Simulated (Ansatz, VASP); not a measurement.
Two plane-wave programs on AlNi

The input INCAR:

```
SYSTEM = AlNi
ALGO     = Normal         ! electronic algorithm
EDIFF    = 1E-6           ! SCF threshold, eV
ENCUT    = 520            ! plane-wave cutoff, eV
GGA      = PS             ! functional
ISIF     = 2              ! what is computed and relaxed
ISMEAR   = 0              ! smearing method
LASPH    = .TRUE.         ! aspherical terms in the spheres
LCHARG   = .FALSE.        ! write CHGCAR
LREAL    = .FALSE.        ! projectors in reciprocal space
LWAVE    = .FALSE.        ! write WAVECAR
NBANDS   = 14             ! bands
NELM     = 60             ! most SCF steps
PREC     = Accurate       ! precision mode
SIGMA    = 0.15           ! smearing width, eV
```

Contents of KPOINTS:

```
k-points
0
G
  16 16 16
  0 0 0
```

Contents of POSCAR:

```
AlNi
1.0
    2.9096158249      0.0000000000      0.0000000000
    0.0000000000      2.9096158249      0.0000000000
    0.0000000000      0.0000000000      2.9096158249
Al Ni
1 1
Direct
    0.0000000000      0.0000000000     -0.0132782478
    0.5000000000      0.5000000000      0.5061040518
```

Input for Ansatz:

```yaml
crystal:
  lattice:
    - [2.9096158249, 0.0, 0.0]
    - [0.0, 2.9096158249, 0.0]
    - [0.0, 0.0, 2.9096158249]
  atoms:
    - { symbol: Al, position: [0.0, 0.0, -0.0132782478] }
    - { symbol: Ni, position: [0.5, 0.5, 0.5061040518] }
basis:
  ecutwfc: 520.0
kpoints:
  mp_grid: { grid: [16, 16, 16] }
hamiltonian:
  xc: pbesol
  pseudopotentials: { kind: paw, azcp: { folder: soft_1 } }
scf:
  occupations: { method: gaussian, width: 0.15 }
output:
  forces: true
  stress: true
  eigenvalues: true
```

Change from the starting cell: mode 6 frozen in at -0.038 Å, equal normal strain along x, y and z +0.0167.

Alike in both runs: task single point; functional PBEsol; k mesh 16 × 16 × 16; occupations gaussian, width 0.15 eV; no spin polarisation.

|  | VASP | Ansatz |
| --- | --- | --- |
| version | VASP 6.6.1 | Ansatz 0.2.0 |
| potentials or method | VASP PAW PBE potentials, release 64 (Al, Ni), cutoff 520 eV | scalar-relativistic, plane waves, PAW |
| valence electrons in the cell | 13 | 21 |

Ansatz gave:

- gap on the k mesh at the Fermi level (eV): none
- pressure (GPa): -7.5
- traceless stress, the component that is largest in VASP (GPa): -0.08
- rms of the force components (eV/Å): 0.165

Which values does VASP return?

gap on the k mesh at the Fermi level (eV): none; pressure (GPa): -7.3; traceless stress, the component that is largest in VASP (GPa): -0.08; rms of the force components (eV/Å): 0.166.

VASP's potentials were made for PBE, not for PBEsol, and Ansatz warns of the same on its side. Atom by atom the forces differ by 0.001 eV/Å (rms over components). A gap of «none» marks a metal or a gap that the smearing closes. VASP's potentials hold 13 valence electrons a cell and Ansatz's 21, so a difference there can come from the potentials and not from the codes.
